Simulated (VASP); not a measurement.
# GaSi62 (a cell with a defect) in VASP: further runs

The runs below take GaSi62 (a cell with a defect) through single point, with PBE+D3(BJ).

Program: VASP 6.6.1. These are calculated values, not measurements. Logs are shortened: lines on timing, memory, paths and dates and some standing lists are left out, and cuts for length are marked.

## (1) The cell of the first run

The cell holds a defect, 63 atoms: a = 10.860 Å, b = 10.860 Å, c = 10.860 Å, α = 90.00°, β = 90.00°, γ = 90.00°.

## (2) Single point, PBE+D3(BJ), collinear spin, zero start

File INCAR:

```
PREC = Accurate
ENCUT = 520
EDIFF = 1E-6
ISMEAR = 0
SIGMA = 0.02
LREAL = Auto
LASPH = True
NELM = 150
ALGO = Normal
ISIF = 2
LWAVE = False
LCHARG = False
ISPIN = 2
MAGMOM = 0 0 0 0 0 0 0 0 0 0 0 0 0 0 0 0 0 0 0 0 0 0 0 0 0 0 0 0 0 0 0 0 0 0 0 0 0 0 0 0 0 0 0 0 0 0 0 0 0 0 0 0 0 0 0 0 0 0 0 0 0 0 0
LORBIT = 11
GGA = PE
IVDW = 12
NBANDS = 172
NELECT = 259.0
```

File KPOINTS:

```
Automatic mesh
0
Gamma
  1 1 1
```

File POSCAR:

```
GaSi62
1.0
   10.8600000000      0.0000000000      0.0000000000
    0.0000000000     10.8600000000      0.0000000000
    0.0000000000      0.0000000000     10.8600000000
Si Ga
62 1
Direct
    0.4988701657      0.0005500921      0.0005542357
    0.6243203499      0.1257687845      0.1246167587
    0.7500217311      0.2505884899      0.0003140884
    0.8771042357      0.3758442910      0.1252882136
    0.7508867403     -0.0007395028      0.2497541436
    0.8753278085      0.1256539595      0.3741052486
   -0.0044628913      0.0014080110     -0.0053946593
    0.1238770718      0.1251465009      0.1244411602
    0.2493546961      0.2510451197      0.0016151934
    0.3754644567      0.3744429098      0.1267575506
    0.4992475138      0.5002898711      0.0016194291
    0.6250305709      0.6265440147      0.1236631676
    0.7482424494      0.7556348987     -0.0062179558
    0.8736059853      0.8763759669      0.1219493554
    0.2514675875      0.0005470534      0.2517032228
    0.3818139042      0.1224631676      0.3808752302
    0.5013289134      0.2488138122      0.2523991713
    0.6274621547      0.3688645488      0.3804919890
    0.7495141805      0.4990351750      0.2512129834
    0.8768604972      0.6253760589      0.3742840700
    0.5091777164     -0.0042851750      0.5084832413
    0.7527773481      0.2405232044      0.5088938306
    0.8751086556      0.3757793738      0.6237308471
    0.8687336096      0.1271444751      0.8674493554
   -0.0007313076      0.5016735727     -0.0006636280
    0.1246907919      0.6252862799      0.1247270718
    0.2488006446      0.7504728361     -0.0004172192
    0.3743049724      0.8730465930      0.1254247698
    0.0015958564      0.2506801105      0.2507293738
    0.1275250460      0.3741150092      0.3761597606
    0.2503399632      0.4997205341      0.2503566298
    0.3758352670      0.6227710866      0.3759135359
    0.4996169429      0.7483658379      0.2504225599
    0.6247651934      0.8741118785      0.3737608656
    0.0002273481      0.0010012891      0.4998018416
    0.1257107735      0.1260996317      0.6238911602
    0.2542481584      0.2486149171      0.5013453039
    0.3825895028      0.3679374770      0.6278716390
    0.5015899632      0.4965104052      0.5011883057
    0.6241507366      0.6248156538      0.6240041436
    0.7496902394      0.7500828729      0.5000589319
    0.8695371087      0.8812373849      0.6236066298
    0.2507410681     -0.0004856354      0.7504068140
    0.3731534991      0.1259627993      0.8767293738
    0.5093860958      0.2410633517      0.7560552486
    0.6246881215      0.3768210866      0.8767719153
    0.7507734807      0.4997579190      0.7505061694
    0.8738002762      0.6272465009      0.8735503683
   -0.0009509208      0.7508724678      0.2479579190
    0.1243947514      0.8733777164      0.3741148250
    0.0013483425      0.4996264273      0.4991401473
    0.1246903315      0.6249602210      0.6246658379
    0.2496942910      0.7483461326      0.4988161142
    0.3734962247      0.8740715470      0.6234964088
    0.0004852670      0.2508560773      0.7485207182
    0.1245832413      0.3759410681      0.8763930018
    0.2522379374      0.4977044199      0.7493076427
    0.3742127993      0.6250102210      0.8765124309
    0.4986930018      0.7494062615      0.7485749540
    0.6220685083      0.8826661142      0.8665959484
   -0.0036477901      0.7542517495      0.7488532228
    0.1236729282      0.8762162983      0.8737769797
    0.6620139042      0.0846341621      0.6685074586
```

Potentials or basis: VASP PAW PBE potentials, release 64 (Si, Ga_d).

Launch:

```
$ cat potpaw_PBE.64/Si/POTCAR potpaw_PBE.64/Ga_d/POTCAR > POTCAR
$ mpirun -np 1 vasp_gam > vasp.out
```

OUTCAR:

```text
PREC = Accurate
   ENCUT = 520
   EDIFF = 1E-6
   ISMEAR = 0
   LREAL = Auto
   LASPH = True
   NELM = 150
   ISIF = 2
   ISPIN = 2
   LORBIT = 11
   GGA = PE
   IVDW = 12
   NELECT = 259.0
 IVDW          = 12

 ion  position               nearest neighbor table
   1  0.499  0.001  0.001-   2 2.35  44 2.35  60 2.35  28 2.36
   2  0.624  0.126  0.125-  17 2.34   1 2.35   3 2.35   5 2.37
   3  0.750  0.251  0.000-   2 2.35  46 2.35  24 2.35   4 2.37
   4  0.877  0.376  0.125-  25 2.34  29 2.35  19 2.36   3 2.37
   5  0.751  0.999  0.250-  14 2.34   6 2.35  34 2.35   2 2.37
   6  0.875  0.126  0.374-  22 2.34  29 2.35   5 2.35  35 2.35
[... 51 lines left out ...]
  58  0.374  0.625  0.877-  27 2.34  11 2.35  57 2.36  59 2.36
  59  0.499  0.749  0.749-  40 2.35  54 2.35  60 2.35  58 2.36
  60  0.622  0.883  0.867-  59 2.35   1 2.35  13 2.39
  61  0.996  0.754  0.749-  62 2.35  48 2.35  42 2.38  52 2.39
  62  0.124  0.876  0.874-  43 2.34   7 2.35  61 2.35  27 2.36
  63  0.662  0.085  0.669-  45 2.56  21 2.59  22 2.62

  LATTYP: Found a simple cubic cell.
 ALAT       =    10.8600000000

  Lattice vectors:

 A1 = (  10.8600000000,   0.0000000000,   0.0000000000)
 A2 = (   0.0000000000,  10.8600000000,   0.0000000000)
 A3 = (   0.0000000000,   0.0000000000,  10.8600000000)

Analysis of symmetry for initial positions (statically):
=====================================================================
 Subroutine PRICEL returns:
 Original cell was already a primitive cell.

 Routine SETGRP: Setting up the symmetry group for a
 simple cubic supercell.

 Subroutine GETGRP returns: Found  1 space group operations
 (whereof  1 operations were pure point group operations)
 out of a pool of 48 trial point group operations.

The static configuration has the point symmetry C_1 .

Analysis of symmetry for dynamics (positions and initial velocities):
=====================================================================
 Subroutine PRICEL returns:
 Original cell was already a primitive cell.

 Routine SETGRP: Setting up the symmetry group for a
 simple cubic supercell.

 Subroutine GETGRP returns: Found  1 space group operations
 (whereof  1 operations were pure point group operations)
 out of a pool of 48 trial point group operations.

The dynamic configuration has the point symmetry C_1 .

Analysis of structural, dynamic, and magnetic symmetry:
=====================================================================
 Subroutine PRICEL returns:
 Original cell was already a primitive cell.

 Routine SETGRP: Setting up the symmetry group for a
 simple cubic supercell.

 Subroutine GETGRP returns: Found  1 space group operations
 (whereof  1 operations were pure point group operations)
 out of a pool of 48 trial point group operations.

The overall configuration has the point symmetry C_1 .

 Subroutine INISYM returns: Found  1 space group operations
 (whereof  1 operations are pure point group operations),
 and found     1 'primitive' translations

----------------------------------------------------------------------------------------

                                     Primitive cell

  volume of cell :    1280.8241

  direct lattice vectors                    reciprocal lattice vectors
    10.860000000  0.000000000  0.000000000     0.092081031  0.000000000  0.000000000
     0.000000000 10.860000000  0.000000000     0.000000000  0.092081031  0.000000000
     0.000000000  0.000000000 10.860000000     0.000000000  0.000000000  0.092081031

  length of vectors
    10.860000000 10.860000000 10.860000000     0.092081031  0.092081031  0.092081031

[... 171 lines left out ...]
   ICHARG =      2    charge: 1-file 2-atom 10-const
   ISPIN  =      2    spin polarized calculation?
   LNONCOLLINEAR =      F non collinear calculations
   LSORBIT =      F    spin-orbit coupling
   LASPH  =      T    aspherical Exc in radial PAW
   ENCUT  =  520.0 eV  38.22 Ry    6.18 a.u.  20.19 20.19 20.19*2*pi/ulx,y,z
   NELM   =    150;   NELMIN=  2; NELMDL= -5     # of ELM steps
[... 44 lines left out ...]
  free energy    TOTEN  =      -341.83905712 eV

  energy without entropy =     -341.82777334  energy(sigma->0) =     -341.83341523

 E-fermi :   5.5177     XC(G=0):  -9.3279

 val. band max:        5.5176652087   @ k =   0.0000   0.0000   0.0000
 cond. band min:       5.5177067988   @ k =   0.0000   0.0000   0.0000
 fundamental gap:      0.0000415901
 Fermi energy:         5.5176860038

 spin component 1

 k-point     1 :       0.0000    0.0000    0.0000
  band No.  band energies     occupation
      1      -8.9205      1.00000
      2      -8.9161      1.00000
      3      -8.8867      1.00000
      4      -8.8664      1.00000
      5      -8.8627      1.00000
      6      -6.1950      1.00000
[... 133 lines left out ...]
    140       6.9043      0.00000
    141       6.9093      0.00000
 Fermi energy:         5.5176860038

 spin component 2

 k-point     1 :       0.0000    0.0000    0.0000
  band No.  band energies     occupation
      1      -8.9205      1.00000
      2      -8.9161      1.00000
      3      -8.8867      1.00000
      4      -8.8664      1.00000
      5      -8.8627      1.00000
      6      -6.1950      1.00000
[... 133 lines left out ...]
    140       6.9043      0.00000
    141       6.9093      0.00000
 [bands above 141 left out]

------------------------ aborting loop because EDIFF is reached ----------------------------------------

 Edisp (eV)  -19.78377

 E6    (eV) :   -11.5648

 E8    (eV) :    -8.2190

  FORCE on cell =-STRESS in cart. coord.  units (eV):
  Direction    XX          YY          ZZ          XY          YZ          ZX
  --------------------------------------------------------------------------------------
  -------------------------------------------------------------------------------------
  Total     -24.83404   -25.03986   -25.31704     4.92556     5.41906    -5.16986
  in kB     -31.06479   -31.32225   -31.66898     6.16137     6.77868    -6.46695
  external pressure =      -31.35 kB  Pullay stress =        0.00 kB

 VOLUME and BASIS-vectors are now :
 -----------------------------------------------------------------------------
  energy-cutoff  :      520.00
  volume of cell :     1280.82
      direct lattice vectors                 reciprocal lattice vectors
    10.860000000  0.000000000  0.000000000     0.092081031  0.000000000  0.000000000
     0.000000000 10.860000000  0.000000000     0.000000000  0.092081031  0.000000000
     0.000000000  0.000000000 10.860000000     0.000000000  0.000000000  0.092081031

 POSITION                                       TOTAL-FORCE (eV/Angst)
 -----------------------------------------------------------------------------------
      5.41773      0.00597      0.00602         0.015759      0.010719     -0.011312
      6.78012      1.36585      1.35334        -0.005908      0.006230      0.005613
      8.14524      2.72139      0.00341        -0.005619     -0.006934     -0.006575
      9.52535      4.08167      1.36063         0.001821     -0.007317     -0.002034
      8.15463     10.85197      2.71233        -0.002229      0.003774      0.012308
      9.50606      1.36460      4.06278         0.008974      0.011090     -0.003758
[... 55 lines left out ...]
      1.34309      9.51571      9.48922         0.000712      0.002425     -0.005459
      7.18947      0.91913      7.25999        -0.099172      0.185918     -0.293924
 -----------------------------------------------------------------------------------
    total drift:                                0.003412     -0.003888     -0.006230

  FREE ENERGIE OF THE ION-ELECTRON SYSTEM (eV)
  ---------------------------------------------------
  free  energy   TOTEN  =      -361.6228298767 eV

  energy  without entropy=     -361.6115460973  energy(sigma->0) =     -361.61718799

 total charge

# of ion       s       p       d       tot
------------------------------------------
    1        0.743   0.940   0.000   1.683
    2        0.740   0.948   0.000   1.688
    3        0.743   0.939   0.000   1.682
    4        0.744   0.938   0.000   1.682
    5        0.739   0.948   0.000   1.688
    6        0.741   0.950   0.000   1.691
[... 55 lines left out ...]
   62        0.739   0.952   0.000   1.691
   63        0.884   0.656   9.943  11.483
--------------------------------------------------
tot         47.015  58.672   9.943 115.629

 magnetization (x)

# of ion       s       p       d       tot
------------------------------------------
    1       -0.000  -0.000   0.000  -0.000
    2       -0.000  -0.000   0.000  -0.000
    3       -0.000  -0.000   0.000  -0.000
    4        0.000  -0.000   0.000  -0.000
    5       -0.000  -0.000   0.000  -0.000
    6       -0.000  -0.000   0.000  -0.000
[... 55 lines left out ...]
   62       -0.000  -0.000   0.000  -0.000
   63       -0.000  -0.000  -0.000  -0.000
--------------------------------------------------
tot         -0.000  -0.000  -0.000  -0.001
```

Run time: 7.9 min. Hardware: 1 thread of Intel Xeon 6975P-C (Granite Rapids), shared host; peak memory 1.4 GiB.

Results:

* Free energy: -361.6228 eV
* Largest force: 0.362 eV/Å
* Net moment: 0.00 μB per cell
* Valence electrons inside the program's atomic spheres: Si 1.68, 1.69, 1.67, 1.65, 1.62, 1.66 (each value once); Ga 11.48
* Dispersion energy per atom: -0.314 eV

Forces on the atoms (eV/Å):
```
Si   0.016  0.011 -0.011
Si  -0.006  0.006  0.006
Si  -0.006 -0.007 -0.007
Si   0.002 -0.007 -0.002
Si  -0.002  0.004  0.012
Si   0.009  0.011 -0.004
Si   0.003 -0.005  0.011
Si   0.004  0.006  0.004
Si   0.000 -0.008  0.008
Si   0.006 -0.003  0.007
Si   0.007  0.000  0.006
Si  -0.007 -0.011  0.010
Si   0.011 -0.017  0.021
Si   0.006 -0.002  0.012
Si   0.005  0.000  0.005
Si   0.011  0.000  0.012
Si   0.007 -0.007  0.018
Si  -0.001 -0.019  0.024
Si   0.006 -0.014  0.010
Si  -0.002  0.001  0.006
Si  -0.002 -0.014  0.022
Si   0.017 -0.019  0.031
Si   0.009  0.007 -0.012
Si   0.004 -0.015  0.018
Si   0.005 -0.005  0.002
Si   0.005 -0.003  0.005
Si   0.002 -0.001 -0.001
Si   0.005 -0.005 -0.002
Si  -0.008 -0.007  0.004
Si   0.000 -0.006  0.000
Si   0.001 -0.004  0.006
Si   0.006 -0.003 -0.001
Si   0.001  0.004  0.003
Si  -0.007 -0.004 -0.001
Si   0.003  0.003 -0.008
Si  -0.005 -0.001  0.003
Si   0.004 -0.005  0.002
Si  -0.003  0.000  0.007
Si   0.004 -0.009  0.004
Si  -0.002 -0.002 -0.001
Si  -0.004 -0.003 -0.007
Si  -0.001 -0.005  0.014
Si  -0.001 -0.003  0.003
Si   0.011  0.003 -0.010
Si  -0.051  0.037  0.013
Si  -0.001 -0.009 -0.007
Si  -0.001 -0.006  0.000
Si   0.003 -0.010 -0.001
Si   0.004 -0.003  0.008
Si   0.000 -0.003  0.008
Si   0.000 -0.006  0.008
Si   0.002  0.003  0.005
Si   0.004 -0.002  0.010
Si   0.001  0.002 -0.008
Si  -0.007 -0.007 -0.005
Si   0.000 -0.009  0.009
Si  -0.003  0.002 -0.009
Si   0.004  0.000  0.010
Si   0.012  0.007 -0.008
Si   0.019 -0.022  0.032
Si  -0.002 -0.004  0.004
Si   0.001  0.002 -0.005
Ga  -0.099  0.186 -0.294
```

Caveat: the k points lie up to 0.58 Å⁻¹ apart; the cell carries a net charge on a neutralising background, which shifts energy and pressure; the cell is charged against a uniform background, so pressure and absolute levels hang on convention; no moment was typed at the start, so none could form.

(Continued in part 2 of 2.)
